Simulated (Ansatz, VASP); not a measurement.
## WAu in VASP and in Ansatz

```
CELL_PARAMETERS angstrom
0.00000 2.78414 2.78414
2.78414 0.00000 2.78414
2.78414 2.78414 0.00000
ATOMIC_POSITIONS crystal
W 0.00000 0.00000 0.00000
Au 0.75000 0.75000 0.75000
```

Change from the starting cell: volume scaled by 1.04.

Alike in both runs: task single point; functional PBE; k mesh 8 × 8 × 8; occupations fermi-dirac, width 0.05 eV; no spin polarisation.

|  | VASP | Ansatz |
| --- | --- | --- |
| version | VASP 6.6.1 | Ansatz 0.2.0 |
| potentials or method | VASP PAW PBE potentials, release 64 (W_sv, Au), cutoff 520 eV | all-electron LAPW, scalar-relativistic |

```csv
,VASP,Ansatz,Ansatz less VASP
gap on the k mesh at the Fermi level (eV),none,none,-
pressure (GPa),23.2,23.0,-0.20
```

A gap of «none» marks a metal or a gap that the smearing closes. Ansatz ran all-electron here, and VASP with PAW potentials.

Spin-orbit coupling is off throughout.
